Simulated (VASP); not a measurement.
# BAsO3 (R-3c) in VASP: single point with PBE

Aim: the single point of BAsO3 with PBE.

All numbers are computed with VASP 6.6.1; they aren't measurements. Logs are shortened: lines on timing, memory, paths and dates and some standing lists are left out, and cuts for length are marked.

**1. The cell of the first run**

The structure is trigonal, space group R-3c (No. 167). Conventional cell: a = 4.932 Å, b = 4.932 Å, c = 15.779 Å, α = 90.00°, β = 90.00°, γ = 120.00°. Within 2.0 Å of O (site symmetry 2) lie 1 B at 1.47 Å. As (site symmetry -3) has 6 O at 2.18 Å within 2.9 Å. B (site symmetry 32) has 3 O at 1.47 Å within 2.0 Å.

**2. Single point, PBE**

POSCAR

```
BAsO3
1.0
    2.4658480000      4.2709730000      0.0000000000
   -2.4658480000      4.2709730000      0.0000000000
    0.0000000000     -2.8473120000      5.2597820000
O As B
6 2 2
Direct
    0.9516300000      0.2500000000      0.7500000000
    0.5483700000      0.9516300000      0.7500000000
    0.2500000000      0.5483700000      0.7500000000
    0.0483700000      0.7500000000      0.2500000000
    0.4516300000      0.0483700000      0.2500000000
    0.7500000000      0.4516300000      0.2500000000
    0.0000000000      0.0000000000      0.0000000000
    0.5000000000      0.5000000000      0.5000000000
    0.2500000000      0.2500000000      0.7500000000
    0.7500000000      0.7500000000      0.2500000000
```

INCAR.step1

```
SYSTEM = BAsO3
ALGO = Normal
EDIFF = 1E-6
ENCUT = 520
GGA = PE
ISIF = 2
ISMEAR = 0
LASPH = .True.
LCHARG = .True.
LREAL = .False.
LWAVE = .False.
NBANDS = 37
NELM = 80
PREC = Accurate
SIGMA = 0.1156
```

KPOINTS.step1

```
k-points
0
Gamma
  6 6 6
  0 0 0
```

INCAR.step2

```
SYSTEM = BAsO3
ALGO = Normal
EDIFF = 1E-6
ENCUT = 520
GGA = PE
ICHARG = 11
ISIF = 2
ISMEAR = -5
LASPH = .True.
LCHARG = .False.
LORBIT = 11
LREAL = .False.
LWAVE = .False.
NEDOS = 2001
NELM = 80
PREC = Accurate
SIGMA = 0.1156
```

KPOINTS.step2

```
k-points
0
Gamma
  9 9 9
  0 0 0
```

Potentials or basis: VASP PAW PBE potentials, release 64 (O, As, B).

Launch:

```bash
cat potpaw_PBE.64/O/POTCAR potpaw_PBE.64/As/POTCAR potpaw_PBE.64/B/POTCAR > POTCAR
cp INCAR.step1 INCAR
cp KPOINTS.step1 KPOINTS
mpirun -np 1 vasp_std > vasp.out
cp INCAR.step2 INCAR
cp KPOINTS.step2 KPOINTS
mpirun -np 1 vasp_std > vasp.out
```

OUTCAR:

```text
SYSTEM = BAsO3
   EDIFF = 1E-6
   ENCUT = 520
   GGA = PE
   ICHARG = 11
   ISIF = 2
   ISMEAR = -5
   LASPH = .True.
   LORBIT = 11
   LREAL = .False.
   NELM = 80
   PREC = Accurate

 ion  position               nearest neighbor table
   1  0.952  0.250  0.750-   9 1.47   7 2.18   8 2.18
   2  0.548  0.952  0.750-   9 1.47   8 2.18   7 2.18
   3  0.250  0.548  0.750-   9 1.47   8 2.18   7 2.18
   4  0.048  0.750  0.250-  10 1.47   7 2.18   8 2.18
   5  0.452  0.048  0.250-  10 1.47   8 2.18   7 2.18
   6  0.750  0.452  0.250-  10 1.47   8 2.18   7 2.18
   7  0.000  0.000  0.000-   1 2.18   4 2.18   3 2.18   6 2.18   5 2.18   2 2.18
   8  0.500  0.500  0.500-   3 2.18   6 2.18   4 2.18   1 2.18   5 2.18   2 2.18
   9  0.250  0.250  0.750-   1 1.47   3 1.47   2 1.47
  10  0.750  0.750  0.250-   4 1.47   6 1.47   5 1.47

  LATTYP: Found a trigonal (rhomboedric) cell.
 ALAT       =     5.9810136005
 COS(alpha) =     0.6600515580

  Lattice vectors:

 A1 = (  -2.4658480000,   1.4236610000,   5.2597820000)
 A2 = (   0.0000000000,  -2.8473120000,   5.2597820000)
 A3 = (   2.4658480000,   1.4236610000,   5.2597820000)

Analysis of symmetry for initial positions (statically):
=====================================================================
 Subroutine PRICEL returns:
 Original cell was already a primitive cell.

 Routine SETGRP: Setting up the symmetry group for a
 trigonal (rhombohedral) supercell.

 Subroutine GETGRP returns: Found 12 space group operations
 (whereof  6 operations were pure point group operations)
 out of a pool of 12 trial point group operations.

The static configuration has the point symmetry S_6 .
 The point group associated with its full space group is D_3d.

Analysis of symmetry for dynamics (positions and initial velocities):
=====================================================================
 Subroutine PRICEL returns:
 Original cell was already a primitive cell.

 Routine SETGRP: Setting up the symmetry group for a
 trigonal (rhombohedral) supercell.

 Subroutine GETGRP returns: Found 12 space group operations
 (whereof  6 operations were pure point group operations)
 out of a pool of 12 trial point group operations.

The dynamic configuration has the point symmetry S_6 .
 The point group associated with its full space group is D_3d.

 Subroutine INISYM returns: Found 12 space group operations
 (whereof  6 operations are pure point group operations),
 and found     1 'primitive' translations

----------------------------------------------------------------------------------------

                                     Primitive cell

  volume of cell :     110.7875

  direct lattice vectors                    reciprocal lattice vectors
     2.465848000  4.270973000  0.000000000     0.202770000  0.117069342  0.063373908
    -2.465848000  4.270973000  0.000000000    -0.202770000  0.117069342  0.063373908
     0.000000000 -2.847312000  5.259782000     0.000000000  0.000000000  0.190121948

  length of vectors
     4.931695117  4.931695117  5.981010977     0.242563716  0.242563716  0.190121948

  position of ions in fractional coordinates (direct lattice)
     0.951630000  0.250000000  0.750000000
     0.548370000  0.951630000  0.750000000
     0.250000000  0.548370000  0.750000000
     0.048370000  0.750000000  0.250000000
     0.451630000  0.048370000  0.250000000
     0.750000000  0.451630000  0.250000000
     0.000000000  0.000000000  0.000000000
     0.500000000  0.500000000  0.500000000
     0.250000000  0.250000000  0.750000000
     0.750000000  0.750000000  0.250000000

  ion indices of the primitive-cell ions
   primitive index   ion index
                 1           1
                 2           2
                 3           3
                 4           4
                 5           5
                 6           6
                 7           7
                 8           8
                 9           9
                10          10

----------------------------------------------------------------------------------------

 KPOINTS: k-points

Automatic generation of k-mesh.
 Grid dimensions read from file:
 generate k-points for:    9    9    9

 Generating k-lattice:

  Cartesian coordinates                     Fractional coordinates (reciprocal lattice)
     0.022530000  0.013007705  0.007041545     0.111111111  0.000000000  0.000000000
    -0.022530000  0.013007705  0.007041545     0.000000000  0.111111111  0.000000000
     0.000000000  0.000000000  0.021124661     0.000000000  0.000000000  0.111111111

  Length of vectors
     0.026951524  0.026951524  0.021124661

  Shift w.r.t. Gamma in fractional coordinates (k-lattice)
     0.000000000  0.000000000  0.000000000

 TETIRR: Found    369 inequivalent tetrahedra from     4374

 Subroutine IBZKPT returns following result:
 ===========================================

 Found     85 irreducible k-points:

 Following reciprocal coordinates:
            Coordinates               Weight
  0.000000  0.000000  0.000000      1.000000
  0.111111 -0.000000  0.000000      6.000000
  0.222222 -0.000000  0.000000      6.000000
  0.333333 -0.000000 -0.000000      6.000000
  0.444444 -0.000000  0.000000      6.000000
  0.111111  0.111111  0.000000      6.000000
[... 16 lines left out ...]
 -0.333333  0.333333  0.000000      6.000000
  0.444444  0.444444  0.000000      6.000000
 [... further k-points ...]
   k-points           NKPTS =     85   k-points in BZ     NKDIM =     85   number of bands    NBANDS=     32
   number of dos      NEDOS =   2001   number of ions     NIONS =     10
   total plane-waves  NPLWV =  76800
   dimension x,y,z NGX =    40 NGY =   40 NGZ =   48
   dimension x,y,z NGXF=    80 NGYF=   80 NGZF=   96
   ions per type =               6   2   2
   NGX,Y,Z   is equivalent  to a cutoff of  13.48, 13.48, 13.34 a.u.
   NGXF,Y,Z  is equivalent  to a cutoff of  26.97, 26.97, 26.68 a.u.
 SYSTEM =  BAsO3
   PREC   = accura    normal or accurate (medium, high low for compatibility)
   ISTART =      0    job   : 0-new  1-cont  2-samecut
   ICHARG =     11    charge: 1-file 2-atom 10-const
   ISPIN  =      1    spin polarized calculation?
   LNONCOLLINEAR =      F non collinear calculations
   LSORBIT =      F    spin-orbit coupling
   LASPH  =      T    aspherical Exc in radial PAW
   ENCUT  =  520.0 eV  38.22 Ry    6.18 a.u.   9.17  9.17 11.12*2*pi/ulx,y,z
   NELM   =     80;   NELMIN=  2; NELMDL=  0     # of ELM steps
   EDIFF  = 0.1E-05   stopping-criterion for ELM
   LREAL  =      F    real-space projection
   EDIFFG = 0.1E-04   stopping-criterion for IOM
   NSW    =      0    number of steps for IOM
   IBRION =     -1    ionic relax: 0-MD 1-quasi-New 2-CG
   NFREE  =      0    steps in history (QN), initial steepest desc. (CG)
   ISIF   =      2    stress and relaxation
   ISYM   =      2    0-nonsym 1-usesym 2-fastsym
   POTIM  = 0.5000    time-step for ionic-motion
   TEBEG  =    0.0;   TEEND  =   0.0 temperature during run
   PSTRESS=    0.0 pullay stress
   NELECT =      52.0000    total number of electrons
   NUPDOWN=      -1.0000    fix difference up-down
   EMIN   =  10.00;   EMAX   =-10.00  energy-range for DOS
   EFERMI =   0.00;   METHOD = LEGACY
   ISMEAR =    -5;   SIGMA  =   0.12  broadening in eV -4-tet -1-fermi 0-gaus
   EFERMI_NEDOS =   21; number of points for ismear=-14 and -15
   IALGO  =     38    algorithm
   IMIX   =      4    mixing-type and parameters
     AMIX     =   0.40;   BMIX     =  1.00
     AMIX_MAG =   1.60;   BMIX_MAG =  1.00
  volume/ion in A,a.u.               =      11.08        74.76
  Fermi-wavevector in a.u.,A,eV,Ry     =   1.272269  2.404240 22.023325  1.618669
  Thomas-Fermi vector in A             =   2.405157
   LORBIT       =     11    0 simple, 1 ext, 2 COOP (PROOUT), +10 PAW based schemes
   GGA     = PE    functional components
   LHFCALC =     F    Hartree Fock is set to
   AEXX    =    0.0000 exact exchange contribution
   IVDW    =     0    specifies the selected vdW correction
   LEPSILON=     F    determine dielectric tensor
   LRPA    =     F    only Hartree local field effects (RPA)
 non-spin polarized calculation
 Fermi weights with tetrahedron method with Bloechl corrections
  energy-cutoff  :      520.00
  volume of cell :      110.79
 maximum number of plane-waves:      3005
 NGX is ok and might be reduce to    40

 number of electron      52.0000005 magnetization

 Free energy of the ion-electron system (eV)
  ---------------------------------------------------
  ext. energy  EPLUGINS =         0.00000000
  ---------------------------------------------------
  free energy    TOTEN  =       -67.59254299 eV

  energy without entropy =      -67.59254299  energy(sigma->0) =      -67.59254299

 E-fermi :   4.1156     XC(G=0): -10.3962

 val. band max:        4.1146639644   @ k =   0.0000   0.0000   0.0000
 cond. band min:       5.9403518247   @ k =   0.4444   0.4444   0.0000
 fundamental gap:      1.8256878603
 Fermi energy:         4.1155573440

 k-point     1 :       0.0000    0.0000    0.0000
  band No.  band energies     occupation
      1     -16.8338      2.00000
      2     -15.8663      2.00000
      3     -14.7818      2.00000
      4     -14.7818      2.00000
      5     -14.7413      2.00000
      6     -14.7413      2.00000
[... 24 lines left out ...]
     31       9.0231      0.00000
     32       9.0232      0.00000

 k-point     2 :       0.1111   -0.0000    0.0000
  band No.  band energies     occupation
      1     -16.7841      2.00000
      2     -15.8482      2.00000
      3     -14.8348      2.00000
      4     -14.8253      2.00000
      5     -14.7568      2.00000
      6     -14.7404      2.00000
[... 24 lines left out ...]
     31       8.8324      0.00000
     32       8.9464      0.00000

 k-point     3 :       0.2222   -0.0000    0.0000
  band No.  band energies     occupation
      1     -16.6399      2.00000
      2     -15.8040      2.00000
      3     -14.9790      2.00000
      4     -14.9148      2.00000
      5     -14.7954      2.00000
      6     -14.7674      2.00000
[... 24 lines left out ...]
     31       8.3672      0.00000
     32       8.7510      0.00000

 k-point     4 :       0.3333   -0.0000   -0.0000
  band No.  band energies     occupation
      1     -16.4164      2.00000
      2     -15.7814      2.00000
      3     -15.1541      2.00000
      4     -15.0280      2.00000
      5     -14.8358      2.00000
      6     -14.8131      2.00000
[... 654 lines left out ...]
     31       8.5464      0.00000
     32       8.7118      0.00000

 k-point    23 :      -0.3333    0.3333    0.0000
  band No.  band energies     occupation
      1     -15.8869      2.00000
      2     -15.8670      2.00000
      3     -15.3443      2.00000
      4     -15.2855      2.00000
      5     -14.9276      2.00000
      6     -14.8877      2.00000
[... 24 lines left out ...]
     31       8.4414      0.00000
     32       8.6172      0.00000

 k-point    24 :       0.4444    0.4444    0.0000
  band No.  band energies     occupation
      1     -16.0885      2.00000
      2     -15.7933      2.00000
      3     -15.4614      2.00000
      4     -15.0167      2.00000
      5     -15.0009      2.00000
      6     -14.7872      2.00000
[... 24 lines left out ...]
     31       8.4411      0.00000
     32       8.8142      0.00000

 [... further k-points ...]

------------------------ aborting loop because EDIFF is reached ----------------------------------------

  FORCE on cell =-STRESS in cart. coord.  units (eV):
  Direction    XX          YY          ZZ          XY          YZ          ZX
  --------------------------------------------------------------------------------------
  -------------------------------------------------------------------------------------
  Total      -12.1217736    -12.1217678     -0.3860720      0.0000000     -0.0000002     -0.0000000
  in kB     -175.3016004   -175.3015167     -5.5832623      0.0000000     -0.0000035     -0.0000000
  external PRESSURE =    -118.7287932 kB  Pullay stress =       0.0000000 kB

 VOLUME and BASIS-vectors are now :
 -----------------------------------------------------------------------------
  energy-cutoff  :      520.00
  volume of cell :      110.79
      direct lattice vectors                 reciprocal lattice vectors
     2.465848000  4.270973000  0.000000000     0.202770000  0.117069342  0.063373908
    -2.465848000  4.270973000  0.000000000    -0.202770000  0.117069342  0.063373908
     0.000000000 -2.847312000  5.259782000     0.000000000  0.000000000  0.190121948

 POSITION                                       TOTAL-FORCE (eV/Angst)
 -----------------------------------------------------------------------------------
      1.73011      2.99665      3.94484         1.328819      2.301582      0.000000
     -0.99438      4.27098      3.94484        -2.657639     -0.000000      0.000000
     -0.73574      1.27433      3.94484         1.328819     -2.301582      0.000000
     -1.73011      2.69799      1.31495        -1.328819     -2.301582     -0.000000
      0.99438      1.42366      1.31495         2.657639      0.000000     -0.000000
      0.73574      4.42030      1.31495        -1.328819      2.301582      0.000000
      0.00000      0.00000      0.00000         0.000000     -0.000000      0.000000
      0.00000      2.84732      2.62989         0.000000     -0.000000      0.000000
      0.00000      0.00000      3.94484        -0.000000     -0.000000     -0.000000
      0.00000      5.69463      1.31495         0.000000     -0.000000      0.000000
 -----------------------------------------------------------------------------------
    total drift:                                0.000000      0.000000      0.000000

  FREE ENERGIE OF THE ION-ELECTRON SYSTEM (eV)
  ---------------------------------------------------
  free  energy   TOTEN  =       -67.5925429886 eV

  energy  without entropy=      -67.5925429886  energy(sigma->0) =      -67.59254299

 total charge

# of ion       s       p       d       tot
------------------------------------------
    1        1.566   3.469   0.000   5.035
    2        1.566   3.469   0.000   5.035
    3        1.566   3.469   0.000   5.035
    4        1.566   3.469   0.000   5.035
    5        1.566   3.469   0.000   5.035
    6        1.566   3.469   0.000   5.035
    7        1.488   0.797   0.106   2.392
    8        1.488   0.797   0.106   2.392
    9        0.658   1.183   0.000   1.840
   10        0.658   1.183   0.000   1.840
--------------------------------------------------
tot         13.689  24.771   0.212  38.671
```

Run time: 4.9 min. Hardware: 1 thread of AMD EPYC 7R13 (Zen 3), shared host; peak memory 0.38 GiB.

Results:

| Property | Result |
| --- | --- |
| Valence electrons inside the program's atomic spheres | O 5.04; As 2.39; B 1.84 |

Levels at points of the mesh, in eV from the valence-band top:
```csv
k point,band 22,band 23,band 24,band 25,band 26,band 27,band 28,band 29,band 30,band 31
"(0.00, 0.00, 0.00)",-2.92,-2.92,-2.20,-2.20,0.00,2.20,2.20,2.51,3.41,4.91
```
